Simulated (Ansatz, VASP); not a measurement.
## Bi in VASP and in Ansatz

```xyz
8
Lattice="4.5157 0.0010 -4.7404 4.5157 0.0010 4.7404 -2.2593 -6.2224 0.0000" Properties=species:S:1:pos:R:3 pbc="T T T"
Bi    4.5173   -1.5344   -0.1322
Bi    0.0016   -1.5354   -0.1322
Bi    2.2595   -1.5349    2.5024
Bi    2.2595   -1.5349   -2.2380
Bi    2.2549   -4.6860    0.1322
Bi    6.7706   -4.6849    0.1322
Bi    4.5127   -4.6855   -2.5024
Bi    4.5127   -4.6855    2.2380
```

Alike in both runs: functional PBEsol; k mesh 6 × 6 × 6; occupations gaussian, width 0.1 eV; no spin polarisation.

Ansatz relaxed the structure, and its values are those at the end. VASP's run is a single point on that final structure, the one shown.

```csv
,VASP,Ansatz
version,VASP 6.6.1,Ansatz 0.2.0
potentials or method,"VASP PAW PBE potentials, release 64 (Bi_d), cutoff 520 eV","scalar-relativistic, plane waves, PAW"
valence electrons in the cell,120,120
```

VASP gave:

| Quantity | Value |
| --- | --- |
| gap on the k mesh at the Fermi level (eV) | none |
| pressure (GPa) | 0.0 |
| rms of the force components (eV/Å) | 0.002 |

What did Ansatz give for the same quantities?

gap on the k mesh at the Fermi level (eV): none; pressure (GPa): 0.0; rms of the force components (eV/Å): 0.006.

VASP's potentials were made for PBE, not for PBEsol. A gap of «none» marks a metal or a gap that the smearing closes. With one functional, cell and mesh, what is left measures potentials, basis and numerics.

Neither program's run includes spin-orbit coupling.
